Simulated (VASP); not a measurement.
# AgBr (Fm-3m) in VASP: settings compared

AgBr is run at these levels: PBE, PBE+D3(BJ); tasks: single point.

Everything below comes from runs of VASP 6.6.1. Logs are shortened: lines on timing, memory, paths and dates and some standing lists are left out, and cuts for length are marked.

**1. The cell of the first run**

Symmetry: Fm-3m, No. 225, cubic system. The conventional cell has a = 5.740 Å, b = 5.740 Å, c = 5.740 Å, α = 90.00°, β = 90.00°, γ = 90.00°. Within 3.8 Å of Ag (site symmetry m-3m) lie 6 Br at 2.87 Å. Br (site symmetry m-3m) has 6 Ag at 2.87 Å within 3.8 Å.

**2. Single point, PBE**

Input file INCAR:

```
PREC = Accurate
ENCUT = 500
EDIFF = 1E-6
ISMEAR = -1
SIGMA = 0.05
LREAL = False
LASPH = True
NELM = 120
ALGO = Normal
ISIF = 2
LWAVE = False
LCHARG = True
GGA = PE
LELF = True
LVHAR = True
NBANDS = 16
GGA_COMPAT = False
```

Input file KPOINTS:

```
regular mesh
0
Gamma
  5 5 5
```

Input file POSCAR:

```
AgBr
1.0
    0.0000000000      2.8701500000      2.8701500000
    2.8701500000      0.0000000000      2.8701500000
    2.8701500000      2.8701500000      0.0000000000
Ag Br
1 1
Direct
    0.0000000000      0.0000000000      0.0000000000
    0.5000000000      0.5000000000      0.5000000000
```

Potentials or basis: VASP PAW PBE potentials, release 64 (Ag, Br).

Started as:

```bash
> cat potpaw_PBE.64/Ag/POTCAR potpaw_PBE.64/Br/POTCAR > POTCAR
> mpirun -np 1 vasp_std > vasp.out
```

OUTCAR:

```text
PREC = Accurate
   ENCUT = 500
   EDIFF = 1E-6
   ISMEAR = -1
   LREAL = False
   LASPH = True
   NELM = 120
   ISIF = 2
   GGA = PE

 ion  position               nearest neighbor table
   1  0.000  0.000  0.000-   2 2.87   2 2.87   2 2.87   2 2.87   2 2.87   2 2.87
   2  0.500  0.500  0.500-   1 2.87   1 2.87   1 2.87   1 2.87   1 2.87   1 2.87

  LATTYP: Found a face centered cubic cell.
 ALAT       =     5.7403000000

  Lattice vectors:

 A1 = (   0.0000000000,   2.8701500000,   2.8701500000)
 A2 = (   2.8701500000,   0.0000000000,   2.8701500000)
 A3 = (   2.8701500000,   2.8701500000,   0.0000000000)

Analysis of symmetry for initial positions (statically):
=====================================================================
 Subroutine PRICEL returns:
 Original cell was already a primitive cell.

 Routine SETGRP: Setting up the symmetry group for a
 face centered cubic supercell.

 Subroutine GETGRP returns: Found 48 space group operations
 (whereof 48 operations were pure point group operations)
 out of a pool of 48 trial point group operations.

The static configuration has the point symmetry O_h .

Analysis of symmetry for dynamics (positions and initial velocities):
=====================================================================
 Subroutine PRICEL returns:
 Original cell was already a primitive cell.

 Routine SETGRP: Setting up the symmetry group for a
 face centered cubic supercell.

 Subroutine GETGRP returns: Found 48 space group operations
 (whereof 48 operations were pure point group operations)
 out of a pool of 48 trial point group operations.

The dynamic configuration has the point symmetry O_h .

 Subroutine INISYM returns: Found 48 space group operations
 (whereof 48 operations are pure point group operations),
 and found     1 'primitive' translations

----------------------------------------------------------------------------------------

                                     Primitive cell

  volume of cell :      47.2872

  direct lattice vectors                    reciprocal lattice vectors
     0.000000000  2.870150000  2.870150000    -0.174206923  0.174206923  0.174206923
     2.870150000  0.000000000  2.870150000     0.174206923 -0.174206923  0.174206923
     2.870150000  2.870150000  0.000000000     0.174206923  0.174206923 -0.174206923

  length of vectors
     4.059005056  4.059005056  4.059005056     0.301735242  0.301735242  0.301735242

  position of ions in fractional coordinates (direct lattice)
     0.000000000  0.000000000  0.000000000
     0.500000000  0.500000000  0.500000000

  ion indices of the primitive-cell ions
   primitive index   ion index
                 1           1
                 2           2

----------------------------------------------------------------------------------------

 KPOINTS: regular mesh

Automatic generation of k-mesh.
 Grid dimensions read from file:
 generate k-points for:    5    5    5

 Generating k-lattice:

  Cartesian coordinates                     Fractional coordinates (reciprocal lattice)
    -0.034841385  0.034841385  0.034841385     0.200000000  0.000000000  0.000000000
     0.034841385 -0.034841385  0.034841385     0.000000000  0.200000000  0.000000000
     0.034841385  0.034841385 -0.034841385     0.000000000  0.000000000  0.200000000

  Length of vectors
     0.060347048  0.060347048  0.060347048

  Shift w.r.t. Gamma in fractional coordinates (k-lattice)
     0.000000000  0.000000000  0.000000000

 Subroutine IBZKPT returns following result:
 ===========================================

 Found     10 irreducible k-points:

 Following reciprocal coordinates:
            Coordinates               Weight
  0.000000  0.000000  0.000000      1.000000
  0.200000  0.000000  0.000000      8.000000
  0.400000  0.000000  0.000000      8.000000
  0.200000  0.200000  0.000000      6.000000
  0.400000  0.200000  0.000000     24.000000
 -0.400000  0.200000  0.000000     24.000000
 -0.200000  0.200000  0.000000     12.000000
  0.400000  0.400000  0.000000      6.000000
 -0.400000  0.400000  0.000000     12.000000
 -0.400000  0.400000  0.200000     24.000000
   k-points           NKPTS =     10   k-points in BZ     NKDIM =     10   number of bands    NBANDS=     16
   number of dos      NEDOS =    301   number of ions     NIONS =      2
   total plane-waves  NPLWV =  27000
   dimension x,y,z NGX =    30 NGY =   30 NGZ =   30
   dimension x,y,z NGXF=    60 NGYF=   60 NGZF=   60
   ions per type =               1   1
   NGX,Y,Z   is equivalent  to a cutoff of  12.29, 12.29, 12.29 a.u.
   NGXF,Y,Z  is equivalent  to a cutoff of  24.57, 24.57, 24.57 a.u.
 SYSTEM =  unknown system
   PREC   = accura    normal or accurate (medium, high low for compatibility)
   ISTART =      0    job   : 0-new  1-cont  2-samecut
   ICHARG =      2    charge: 1-file 2-atom 10-const
   ISPIN  =      1    spin polarized calculation?
   LNONCOLLINEAR =      F non collinear calculations
   LSORBIT =      F    spin-orbit coupling
   LASPH  =      T    aspherical Exc in radial PAW
   ENCUT  =  500.0 eV  36.75 Ry    6.06 a.u.   7.40  7.40  7.40*2*pi/ulx,y,z
   NELM   =    120;   NELMIN=  2; NELMDL= -5     # of ELM steps
   EDIFF  = 0.1E-05   stopping-criterion for ELM
   LREAL  =      F    real-space projection
   EDIFFG = 0.1E-04   stopping-criterion for IOM
   NSW    =      0    number of steps for IOM
   IBRION =     -1    ionic relax: 0-MD 1-quasi-New 2-CG
   NFREE  =      0    steps in history (QN), initial steepest desc. (CG)
   ISIF   =      2    stress and relaxation
   ISYM   =      2    0-nonsym 1-usesym 2-fastsym
   POTIM  = 0.5000    time-step for ionic-motion
   TEBEG  =    0.0;   TEEND  =   0.0 temperature during run
   PSTRESS=    0.0 pullay stress
   NELECT =      18.0000    total number of electrons
   NUPDOWN=      -1.0000    fix difference up-down
   EMIN   =  10.00;   EMAX   =-10.00  energy-range for DOS
   EFERMI =   0.00;   METHOD = LEGACY
   ISMEAR =    -1;   SIGMA  =   0.05  broadening in eV -4-tet -1-fermi 0-gaus
   EFERMI_NEDOS =   21; number of points for ismear=-14 and -15
   IALGO  =     38    algorithm
   IMIX   =      4    mixing-type and parameters
     AMIX     =   0.40;   BMIX     =  1.00
     AMIX_MAG =   1.60;   BMIX_MAG =  1.00
  volume/ion in A,a.u.               =      23.64       159.55
  Fermi-wavevector in a.u.,A,eV,Ry     =   1.186454  2.242074 19.152570  1.407674
  Thomas-Fermi vector in A             =   2.322627
   LORBIT       =      0    0 simple, 1 ext, 2 COOP (PROOUT), +10 PAW based schemes
   GGA     = PE    functional components
   LHFCALC =     F    Hartree Fock is set to
   AEXX    =    0.0000 exact exchange contribution
   IVDW    =     0    specifies the selected vdW correction
   LEPSILON=     F    determine dielectric tensor
   LRPA    =     F    only Hartree local field effects (RPA)
 non-spin polarized calculation
  energy-cutoff  :      500.00
  volume of cell :       47.29
 maximum number of plane-waves:      1243
 NGX is ok and might be reduce to    30
   NGX = 15   NGY = 15   NGZ = 15

 number of electron      18.0000002 magnetization

 Free energy of the ion-electron system (eV)
  ---------------------------------------------------
  ext. energy  EPLUGINS =         0.00000000
  ---------------------------------------------------
  free energy    TOTEN  =        -4.97815076 eV

  energy without entropy =       -4.97812786  energy(sigma->0) =       -4.97813931

 E-fermi :   3.9716     XC(G=0):  -9.8591

 val. band max:        3.4838012491   @ k =   0.4000   0.0000   0.0000
 cond. band min:       4.2947001403   @ k =   0.0000   0.0000   0.0000
 fundamental gap:      0.8108988913
 Fermi energy:         3.9716394709

 k-point     1 :       0.0000    0.0000    0.0000
  band No.  band energies     occupation
      1     -11.4552      2.00000
      2       0.8241      2.00000
      3       0.8241      2.00000
      4       0.8241      2.00000
      5       0.8245      2.00000
      6       0.8245      2.00000
[... 8 lines left out ...]
     15      15.4119      0.00000
     16      15.4119      0.00000

 k-point     2 :       0.2000    0.0000    0.0000
  band No.  band energies     occupation
      1     -11.3095      2.00000
      2      -0.1172      2.00000
      3       0.1022      2.00000
      4       0.1022      2.00000
      5       0.9265      2.00000
      6       0.9265      2.00000
[... 8 lines left out ...]
     15      14.6967      0.00000
     16      14.8001      0.00000

 k-point     3 :       0.4000    0.0000    0.0000
  band No.  band energies     occupation
      1     -11.0531      2.00000
      2      -1.4533      2.00000
      3      -0.4767      2.00000
      4      -0.4767      2.00000
      5       1.1000      2.00000
      6       1.1000      2.00000
[... 8 lines left out ...]
     15      16.2557      0.00000
     16      16.2557      0.00000

 k-point     4 :       0.2000    0.2000    0.0000
  band No.  band energies     occupation
      1     -11.2728      2.00000
      2      -0.5974      2.00000
      3       0.6065      2.00000
      4       0.6065      2.00000
      5       0.7289      2.00000
      6       0.8795      2.00000
[... 8 lines left out ...]
     15      17.0450      0.00000
     16      17.7228      0.00000

 k-point     5 :       0.4000    0.2000    0.0000
  band No.  band energies     occupation
      1     -11.0729      2.00000
      2      -1.0653      2.00000
      3      -0.2051      2.00000
      4      -0.0458      2.00000
      5       0.9046      2.00000
      6       1.1270      2.00000
[... 8 lines left out ...]
     15      17.3903      0.00000
     16      17.5044      0.00000

 k-point     6 :      -0.4000    0.2000    0.0000
  band No.  band energies     occupation
      1     -10.9828      2.00000
      2      -1.2887      2.00000
      3      -0.4714      2.00000
      4      -0.4422      2.00000
      5       1.0945      2.00000
      6       1.1266      2.00000
[... 8 lines left out ...]
     15      16.0400      0.00000
     16      17.3794      0.00000

 k-point     7 :      -0.2000    0.2000    0.0000
  band No.  band energies     occupation
      1     -11.1365      2.00000
      2      -0.9630      2.00000
      3      -0.3849      2.00000
      4       0.1138      2.00000
      5       0.9830      2.00000
      6       1.0789      2.00000
[... 8 lines left out ...]
     15      17.0476      0.00000
     16      17.0918      0.00000

 k-point     8 :       0.4000    0.4000    0.0000
  band No.  band energies     occupation
      1     -11.0142      2.00000
      2      -0.8492      2.00000
      3       0.5765      2.00000
      4       0.6741      2.00000
      5       0.6741      2.00000
      6       0.9696      2.00000
[... 8 lines left out ...]
     15      18.3152      0.00000
     16      19.0483      0.00000

 k-point     9 :      -0.4000    0.4000    0.0000
  band No.  band energies     occupation
      1     -10.9587      2.00000
      2      -0.5639      2.00000
      3      -0.3205      2.00000
      4      -0.0153      2.00000
      5       0.9202      2.00000
      6       1.2024      2.00000
[... 8 lines left out ...]
     15      17.0895      0.00000
     16      19.0773      0.00000

 k-point    10 :      -0.4000    0.4000    0.2000
  band No.  band energies     occupation
      1     -10.9683      2.00000
      2      -0.8614      2.00000
      3      -0.3982      2.00000
      4      -0.1521      2.00000
      5       1.1145      2.00000
      6       1.1479      2.00000
[... 8 lines left out ...]
     15      16.6372      0.00000
     16      18.9513      0.00000

------------------------ aborting loop because EDIFF is reached ----------------------------------------

  FORCE on cell =-STRESS in cart. coord.  units (eV):
  Direction    XX          YY          ZZ          XY          YZ          ZX
  --------------------------------------------------------------------------------------
  -------------------------------------------------------------------------------------
  Total        0.6934482      0.6934482      0.6934482      0.0000000      0.0000000      0.0000000
  in kB       23.4952902     23.4952902     23.4952902      0.0000000      0.0000000      0.0000000
  external PRESSURE =      23.4952902 kB  Pullay stress =       0.0000000 kB

 VOLUME and BASIS-vectors are now :
 -----------------------------------------------------------------------------
  energy-cutoff  :      500.00
  volume of cell :       47.29
      direct lattice vectors                 reciprocal lattice vectors
     0.000000000  2.870150000  2.870150000    -0.174206923  0.174206923  0.174206923
     2.870150000  0.000000000  2.870150000     0.174206923 -0.174206923  0.174206923
     2.870150000  2.870150000  0.000000000     0.174206923  0.174206923 -0.174206923

 POSITION                                       TOTAL-FORCE (eV/Angst)
 -----------------------------------------------------------------------------------
      0.00000      0.00000      0.00000         0.000000      0.000000      0.000000
      2.87015      2.87015      2.87015         0.000000      0.000000     -0.000000
 -----------------------------------------------------------------------------------
    total drift:                               -0.000000      0.000000      0.000000

  FREE ENERGIE OF THE ION-ELECTRON SYSTEM (eV)
  ---------------------------------------------------
  free  energy   TOTEN  =        -4.9781507634 eV

  energy  without entropy=       -4.9781278601  energy(sigma->0) =       -4.97813931
```

It took 9.8 s on 1 thread of Intel Xeon Platinum 8259CL at 2.50GHz (Skylake/Cascade Lake), shared host; peak memory 0.16 GiB.

What came out:

```yaml
Free_energy: -4.9782 eV
Pressure: 2.3 GPa
Band_gap_on_the_k_mesh: 0.81 eV, indirect (least direct gap 2.60 eV)
```

Levels at points of the mesh, in eV from the valence-band top:
| k point | band 7 | band 8 | band 9 | band 10 | band 11 | band 12 |
| --- | --- | --- | --- | --- | --- | --- |
| (0.00, 0.00, 0.00) | -1.79 | -1.79 | -1.79 | 0.81 | 10.05 | 10.05 |

A k mesh can miss the band edges.

**3. Single point, PBE+D3(BJ)**

This run uses another cell than the first one, of 22.22 Å³/atom, 0.940 times its volume.

Input file INCAR:

```
SYSTEM = AgBr
  PREC = Accurate
  ENCUT = 500
  EDIFF = 1E-6
  ISMEAR = -1
  SIGMA = 0.05
  LREAL = .FALSE.
  LASPH = .TRUE.
  NELM = 120
  ALGO = Normal
  ISIF = 2
  LWAVE = .FALSE.
  LCHARG = .TRUE.
  GGA = PE
  IVDW = 12
  LELF = .TRUE.
  LVHAR = .TRUE.
  NBANDS = 16
  GGA_COMPAT = .FALSE.
```

Input file KPOINTS:

```
Automatic mesh
0
G
  8 8 8
  0 0 0
```

Input file POSCAR:

```
AgBr
1.0
    0.0000000000      2.8115590699      2.8115590699
    2.8115590699      0.0000000000      2.8115590699
    2.8115590699      2.8115590699      0.0000000000
Ag Br
1 1
Direct
    0.0000000000      0.0000000000      0.0000000000
    0.5000000000      0.5000000000      0.5000000000
```

Potentials or basis: VASP PAW PBE potentials, release 64 (Ag, Br).

Started as:

```bash
> cat potpaw_PBE.64/Ag/POTCAR potpaw_PBE.64/Br/POTCAR > POTCAR
> mpirun -np 1 vasp_std > vasp.out
```

Run time: 19 s. Hardware: 1 thread of Intel Xeon Platinum 8259CL at 2.50GHz (Skylake/Cascade Lake), shared host; peak memory 0.18 GiB.

The run converged. Its results:

```yaml
Free_energy: -5.6911 eV
Pressure: 3.1 GPa
Band_gap_on_the_k_mesh: 0.67 eV, indirect (least direct gap 2.83 eV)
Dispersion_energy_per_atom: -0.390 eV
```

Levels at points of the mesh, in eV from the valence-band top:
| k point | band 7 | band 8 | band 9 | band 10 | band 11 | band 12 |
| --- | --- | --- | --- | --- | --- | --- |
| (0.00, 0.00, 0.00) | -2.17 | -2.17 | -2.17 | 0.67 | 9.89 | 9.89 |
| (0.50, 0.00, 0.00) | -2.35 | 0.00 | 0.00 | 3.55 | 6.63 | 6.63 |
| (0.50, 0.50, 0.00) | -2.60 | -2.60 | -2.45 | 1.46 | 6.94 | 9.32 |

A k mesh can miss the band edges. A hybrid or GW would open this gap; PBE tends to underestimate it.
